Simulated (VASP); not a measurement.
# Tl7Cl8 (a cell with a defect) in VASP: single point with PBE

Aim: the single point of Tl7Cl8 (a cell with a defect) with PBE.

Everything below comes from runs of VASP 6.6.1. Logs are shortened: lines on timing, memory, paths and dates and some standing lists are left out, and cuts for length are marked.

## (1) The cell of the first run

The cell holds a defect, 15 atoms: a = 7.679 Å, b = 7.679 Å, c = 7.679 Å, α = 90.00°, β = 90.00°, γ = 90.00°.

## (2) Single point, PBE

Contents of INCAR:

```
SYSTEM = Tl7Cl8
PREC = Accurate
ENCUT = 520
EDIFF = 1E-6
ISMEAR = 1
SIGMA = 0.15
LREAL = Auto
LASPH = .True.
NELM = 60
ALGO = Normal
ISIF = 2
LWAVE = .False.
LCHARG = .False.
GGA = PE
NBANDS = 86
```

Contents of KPOINTS:

```
Automatic mesh
0
Gamma
  2 2 2
  0 0 0
```

Contents of POSCAR:

```
Tl7Cl8
1.0
    7.6785920000      0.0000000000      0.0000000000
    0.0000000000      7.6785920000      0.0000000000
    0.0000000000      0.0000000000      7.6785920000
Tl Cl
7 8
Direct
   -0.0006161286     -0.0007810026      0.0087006837
   -0.0004728732     -0.0020549340      0.5089950085
   -0.4176961089      0.4992197788     -0.0001509391
   -0.0013628801      0.4978079315      0.4968410875
    0.4836365834     -0.0007502678     -0.0085640701
    0.4921906256      0.0028821690      0.4925856199
    0.4827752275      0.5030333686      0.5002599435
    0.2587450929      0.2418642637      0.2572466411
    0.2585092423      0.2411877073      0.7406254949
    0.2582436988      0.7581344340      0.2577717373
    0.2584436053      0.7579592717      0.7411671306
    0.7533366794      0.2426809498      0.2572933944
    0.7524710259      0.2421558536      0.7433663620
    0.7527518066      0.7561004674      0.2574470684
    0.7524430260      0.7564125038      0.7434572640
```

Potentials or basis: VASP PAW PBE potentials, release 64 (Tl_d, Cl).

On the command line:

```
> cat potpaw_PBE.64/Tl_d/POTCAR potpaw_PBE.64/Cl/POTCAR > POTCAR
> mpirun -np 1 vasp_std > vasp.out
```

OUTCAR:

```text
SYSTEM = Tl7Cl8
   PREC = Accurate
   ENCUT = 520
   EDIFF = 1E-6
   ISMEAR = 1
   LREAL = Auto
   LASPH = .True.
   NELM = 60
   ISIF = 2
   GGA = PE

 ion  position               nearest neighbor table
   1  0.999  0.999  0.009-  12 3.27  14 3.27  10 3.32   8 3.33  15 3.35  13 3.35   5 3.72   2 3.84
                             2 3.84   5 3.96
   2  1.000  0.998  0.509-  15 3.21  13 3.22  11 3.24   9 3.26  14 3.28  12 3.29  10 3.33   8 3.35
                             6 3.79   1 3.84   4 3.84   4 3.84   1 3.84   6 3.90
   3  0.582  0.499  1.000-  13 3.08  15 3.08  12 3.08  14 3.08   7 3.91   5 3.91   5 3.91   7 3.92

   4  0.999  0.498  0.497-  12 3.28  14 3.30  13 3.32  15 3.33   8 3.35  10 3.37   9 3.37  11 3.39
                             7 3.72   2 3.84   2 3.84   7 3.96
   5  0.484  0.999  0.991-  11 3.18   9 3.19  10 3.26   8 3.26  15 3.37  13 3.37   1 3.72   6 3.83
                             6 3.85   3 3.91   3 3.91   1 3.96
   6  0.492  0.003  0.493-   8 3.14  10 3.16   9 3.19  11 3.23  12 3.27  14 3.29  13 3.33  15 3.36
                             2 3.79   5 3.83   7 3.84   7 3.84   5 3.85   2 3.90
   7  0.483  0.503  0.500-  11 3.20  10 3.21   9 3.23   8 3.23  14 3.40  15 3.40   4 3.72   6 3.84
                             6 3.84   3 3.91   3 3.92   4 3.96
   8  0.259  0.242  0.257-   6 3.14   7 3.23   5 3.26   1 3.33   2 3.35   4 3.35
   9  0.259  0.241  0.741-   5 3.19   6 3.19   7 3.23   2 3.26   4 3.37
  10  0.258  0.758  0.258-   6 3.16   7 3.21   5 3.26   1 3.32   2 3.33   4 3.37
  11  0.258  0.758  0.741-   5 3.18   7 3.20   6 3.23   2 3.24   4 3.39
  12  0.753  0.243  0.257-   3 3.08   6 3.27   1 3.27   4 3.28   2 3.29
  13  0.752  0.242  0.743-   3 3.08   2 3.22   4 3.32   6 3.33   1 3.35   5 3.37
  14  0.753  0.756  0.257-   3 3.08   1 3.27   2 3.28   6 3.29   4 3.30   7 3.40
  15  0.752  0.756  0.743-   3 3.08   2 3.21   4 3.33   1 3.35   6 3.36   5 3.37   7 3.40

  LATTYP: Found a simple cubic cell.
 ALAT       =     7.6785920000

  Lattice vectors:

 A1 = (   7.6785920000,   0.0000000000,   0.0000000000)
 A2 = (   0.0000000000,   7.6785920000,   0.0000000000)
 A3 = (   0.0000000000,   0.0000000000,   7.6785920000)

Analysis of symmetry for initial positions (statically):
=====================================================================
 Subroutine PRICEL returns:
 Original cell was already a primitive cell.

 Routine SETGRP: Setting up the symmetry group for a
 simple cubic supercell.

 Subroutine GETGRP returns: Found  1 space group operations
 (whereof  1 operations were pure point group operations)
 out of a pool of 48 trial point group operations.

The static configuration has the point symmetry C_1 .

Analysis of symmetry for dynamics (positions and initial velocities):
=====================================================================
 Subroutine PRICEL returns:
 Original cell was already a primitive cell.

 Routine SETGRP: Setting up the symmetry group for a
 simple cubic supercell.

 Subroutine GETGRP returns: Found  1 space group operations
 (whereof  1 operations were pure point group operations)
 out of a pool of 48 trial point group operations.

The dynamic configuration has the point symmetry C_1 .

 Subroutine INISYM returns: Found  1 space group operations
 (whereof  1 operations are pure point group operations),
 and found     1 'primitive' translations

----------------------------------------------------------------------------------------

                                     Primitive cell

  volume of cell :     452.7357

  direct lattice vectors                    reciprocal lattice vectors
     7.678592000  0.000000000  0.000000000     0.130232209  0.000000000  0.000000000
     0.000000000  7.678592000  0.000000000     0.000000000  0.130232209  0.000000000
     0.000000000  0.000000000  7.678592000     0.000000000  0.000000000  0.130232209

  length of vectors
     7.678592000  7.678592000  7.678592000     0.130232209  0.130232209  0.130232209

  position of ions in fractional coordinates (direct lattice)
     0.999383871  0.999218997  0.008700684
     0.999527127  0.997945066  0.508995009
     0.582303891  0.499219779  0.999849061
     0.998637120  0.497807931  0.496841088
     0.483636583  0.999249732  0.991435930
     0.492190626  0.002882169  0.492585620
     0.482775227  0.503033369  0.500259943
     0.258745093  0.241864264  0.257246641
     0.258509242  0.241187707  0.740625495
     0.258243699  0.758134434  0.257771737
     0.258443605  0.757959272  0.741167131
     0.753336679  0.242680950  0.257293394
     0.752471026  0.242155854  0.743366362
     0.752751807  0.756100467  0.257447068
     0.752443026  0.756412504  0.743457264

  ion indices of the primitive-cell ions
   primitive index   ion index
                 1           1
                 2           2
                 3           3
                 4           4
                 5           5
                 6           6
                 7           7
                 8           8
                 9           9
                10          10
                11          11
                12          12
                13          13
                14          14
                15          15

----------------------------------------------------------------------------------------

 KPOINTS: Automatic mesh

Automatic generation of k-mesh.
 Grid dimensions read from file:
 generate k-points for:    2    2    2

 Generating k-lattice:

  Cartesian coordinates                     Fractional coordinates (reciprocal lattice)
     0.065116105  0.000000000  0.000000000     0.500000000  0.000000000  0.000000000
     0.000000000  0.065116105  0.000000000     0.000000000  0.500000000  0.000000000
     0.000000000  0.000000000  0.065116105     0.000000000  0.000000000  0.500000000

  Length of vectors
     0.065116105  0.065116105  0.065116105

  Shift w.r.t. Gamma in fractional coordinates (k-lattice)
     0.000000000  0.000000000  0.000000000

 Subroutine IBZKPT returns following result:
 ===========================================

 Found      8 irreducible k-points:

 Following reciprocal coordinates:
            Coordinates               Weight
  0.000000  0.000000  0.000000      1.000000
  0.500000  0.000000  0.000000      1.000000
  0.000000  0.500000  0.000000      1.000000
  0.000000  0.000000  0.500000      1.000000
  0.500000  0.500000  0.000000      1.000000
  0.000000  0.500000  0.500000      1.000000
  0.500000  0.000000  0.500000      1.000000
  0.500000  0.500000  0.500000      1.000000
   k-points           NKPTS =      8   k-points in BZ     NKDIM =      8   number of bands    NBANDS=     86
   number of dos      NEDOS =    301   number of ions     NIONS =     15
   total plane-waves  NPLWV = 216000
   dimension x,y,z NGX =    60 NGY =   60 NGZ =   60
   dimension x,y,z NGXF=   120 NGYF=  120 NGZF=  120
   ions per type =               7   8
   NGX,Y,Z   is equivalent  to a cutoff of  12.99, 12.99, 12.99 a.u.
   NGXF,Y,Z  is equivalent  to a cutoff of  25.98, 25.98, 25.98 a.u.
 SYSTEM =  Tl7Cl8
   PREC   = accura    normal or accurate (medium, high low for compatibility)
   ISTART =      0    job   : 0-new  1-cont  2-samecut
   ICHARG =      2    charge: 1-file 2-atom 10-const
   ISPIN  =      1    spin polarized calculation?
   LNONCOLLINEAR =      F non collinear calculations
   LSORBIT =      F    spin-orbit coupling
   LASPH  =      T    aspherical Exc in radial PAW
   ENCUT  =  520.0 eV  38.22 Ry    6.18 a.u.  14.28 14.28 14.28*2*pi/ulx,y,z
   NELM   =     60;   NELMIN=  2; NELMDL= -5     # of ELM steps
   EDIFF  = 0.1E-05   stopping-criterion for ELM
   LREAL  =      T    real-space projection
   EDIFFG = 0.1E-04   stopping-criterion for IOM
   NSW    =      0    number of steps for IOM
   IBRION =     -1    ionic relax: 0-MD 1-quasi-New 2-CG
   NFREE  =      0    steps in history (QN), initial steepest desc. (CG)
   ISIF   =      2    stress and relaxation
   ISYM   =      2    0-nonsym 1-usesym 2-fastsym
   POTIM  = 0.5000    time-step for ionic-motion
   TEBEG  =    0.0;   TEEND  =   0.0 temperature during run
   PSTRESS=    0.0 pullay stress
   NELECT =     147.0000    total number of electrons
   NUPDOWN=      -1.0000    fix difference up-down
   EMIN   =  10.00;   EMAX   =-10.00  energy-range for DOS
   EFERMI =   0.00;   METHOD = LEGACY
   ISMEAR =     1;   SIGMA  =   0.15  broadening in eV -4-tet -1-fermi 0-gaus
   EFERMI_NEDOS =   21; number of points for ismear=-14 and -15
   IALGO  =     38    algorithm
   IMIX   =      4    mixing-type and parameters
     AMIX     =   0.40;   BMIX     =  1.00
     AMIX_MAG =   1.60;   BMIX_MAG =  1.00
  volume/ion in A,a.u.               =      30.18       203.68
  Fermi-wavevector in a.u.,A,eV,Ry     =   1.125207  2.126333 17.226205  1.266090
  Thomas-Fermi vector in A             =   2.261883
   LORBIT       =      0    0 simple, 1 ext, 2 COOP (PROOUT), +10 PAW based schemes
   GGA     = PE    functional components
   LHFCALC =     F    Hartree Fock is set to
   AEXX    =    0.0000 exact exchange contribution
   IVDW    =     0    specifies the selected vdW correction
   LEPSILON=     F    determine dielectric tensor
   LRPA    =     F    only Hartree local field effects (RPA)
 non-spin polarized calculation
 Methfessel and Paxton  Order N= 1 SIGMA  =   0.15
  energy-cutoff  :      520.00
  volume of cell :      452.74
 maximum number of plane-waves:     12216
 NGX is ok and might be reduce to    60
   NGX = 29   NGY = 29   NGZ = 29

 number of electron     147.0000015 magnetization

 Free energy of the ion-electron system (eV)
  ---------------------------------------------------
  ext. energy  EPLUGINS =         0.00000000
  ---------------------------------------------------
  free energy    TOTEN  =       -43.65512928 eV

  energy without entropy =      -43.65520943  energy(sigma->0) =      -43.65515600

 E-fermi :   1.5822     XC(G=0):  -8.6429

 val. band max:        1.5806225805   @ k =   0.0000   0.5000   0.5000
 cond. band min:       1.5834502504   @ k =   0.0000   0.0000   0.0000
 fundamental gap:      0.0028276699
 Fermi energy:         1.5821735515

 k-point     1 :       0.0000    0.0000    0.0000
  band No.  band energies     occupation
      1     -11.8776      2.00000
      2     -11.6448      2.00000
      3     -11.6435      2.00000
      4     -11.6225      2.00000
      5     -11.5309      2.00000
      6     -11.4980      2.00000
[... 77 lines left out ...]
     84       7.3576      0.00000
     85       7.6350      0.00000

 k-point     2 :       0.5000    0.0000    0.0000
  band No.  band energies     occupation
      1     -11.8081      2.00000
      2     -11.6995      2.00000
      3     -11.6237      2.00000
      4     -11.6224      2.00000
      5     -11.5197      2.00000
      6     -11.5184      2.00000
[... 517 lines left out ...]
     84       6.9405      0.00000
     85       6.9656      0.00000

 k-point     8 :       0.5000    0.5000    0.5000
  band No.  band energies     occupation
      1     -11.6794      2.00000
      2     -11.6354      2.00000
      3     -11.6328      2.00000
      4     -11.6022      2.00000
      5     -11.5876      2.00000
      6     -11.5328      2.00000
[... 77 lines left out ...]
     84       6.8750      0.00000
     85       6.9709      0.00000
 [bands above 85 left out]

------------------------ aborting loop because EDIFF is reached ----------------------------------------

  FORCE on cell =-STRESS in cart. coord.  units (eV):
  Direction    XX          YY          ZZ          XY          YZ          ZX
  --------------------------------------------------------------------------------------
  -------------------------------------------------------------------------------------
  Total        0.7090047      0.5915447      0.6023891     -0.0139756     -0.0005721      0.0287165
  in kB        2.5090825      2.0934056      2.1317826     -0.0494579     -0.0020246      0.1016243
  external PRESSURE =       2.2447569 kB  Pullay stress =       0.0000000 kB

 VOLUME and BASIS-vectors are now :
 -----------------------------------------------------------------------------
  energy-cutoff  :      520.00
  volume of cell :      452.74
      direct lattice vectors                 reciprocal lattice vectors
     7.678592000  0.000000000  0.000000000     0.130232209  0.000000000  0.000000000
     0.000000000  7.678592000  0.000000000     0.000000000  0.130232209  0.000000000
     0.000000000  0.000000000  7.678592000     0.000000000  0.000000000  0.130232209

 POSITION                                       TOTAL-FORCE (eV/Angst)
 -----------------------------------------------------------------------------------
      7.67386      7.67259      0.06681        -0.026702     -0.001674     -0.003923
      7.67496      7.66281      3.90837         0.000120     -0.001704     -0.005093
      4.47127      3.83330      7.67743        -0.153103     -0.001003      0.002589
      7.66813      3.82246      3.81504        -0.025912      0.001656      0.003046
      3.71365      7.67283      7.61283         0.030449     -0.001713     -0.001168
      3.77933      0.02213      3.78236        -0.003449      0.000315     -0.005357
      3.70703      3.86259      3.84129         0.031603      0.000746      0.002864
      1.98680      1.85718      1.97529         0.021537      0.006641     -0.006836
      1.98499      1.85198      5.68696         0.020304      0.009039      0.007879
      1.98295      5.82140      1.97932         0.021998     -0.004820     -0.005705
      1.98448      5.82006      5.69112         0.019943     -0.006477      0.008089
      5.78456      1.86345      1.97565         0.014425     -0.007565      0.006964
      5.77792      1.85942      5.70801         0.016871     -0.005380     -0.005152
      5.78007      5.80579      1.97683         0.015464      0.006939      0.006876
      5.77770      5.80818      5.70870         0.016453      0.004999     -0.005073
 -----------------------------------------------------------------------------------
    total drift:                               -0.002003     -0.002656      0.007457

  FREE ENERGIE OF THE ION-ELECTRON SYSTEM (eV)
  ---------------------------------------------------
  free  energy   TOTEN  =       -43.6551292845 eV

  energy  without entropy=      -43.6552094344  energy(sigma->0) =      -43.65515600
```

It took 4.7 min on 1 thread of Intel Xeon 6975P-C (Granite Rapids), shared host; peak memory 0.56 GiB.

What came out:

| Property | Result |
| --- | --- |
| Free energy | -43.6551 eV |
| Pressure | 0.2 GPa |
| Largest force | 0.153 eV/Å |
| Band gap on the k mesh | zero (an odd number of electrons rules out a gap without spin polarisation) |

Forces on the atoms (eV/Å):
```
Tl  -0.027 -0.002 -0.004
Tl   0.000 -0.002 -0.005
Tl  -0.153 -0.001  0.003
Tl  -0.026  0.002  0.003
Tl   0.030 -0.002 -0.001
Tl  -0.003  0.000 -0.005
Tl   0.032  0.001  0.003
Cl   0.022  0.007 -0.007
Cl   0.020  0.009  0.008
Cl   0.022 -0.005 -0.006
Cl   0.020 -0.006  0.008
Cl   0.014 -0.008  0.007
Cl   0.017 -0.005 -0.005
Cl   0.015  0.007  0.007
Cl   0.016  0.005 -0.005
```

Caveat: the k points lie up to 0.41 Å⁻¹ apart, too coarse for converged energies and pressures of a metal; spin-orbit coupling is left out, which moves the levels of the heavy elements; an odd number of electrons without spin polarisation forces a metal; a magnetic or distorted state may lie lower.
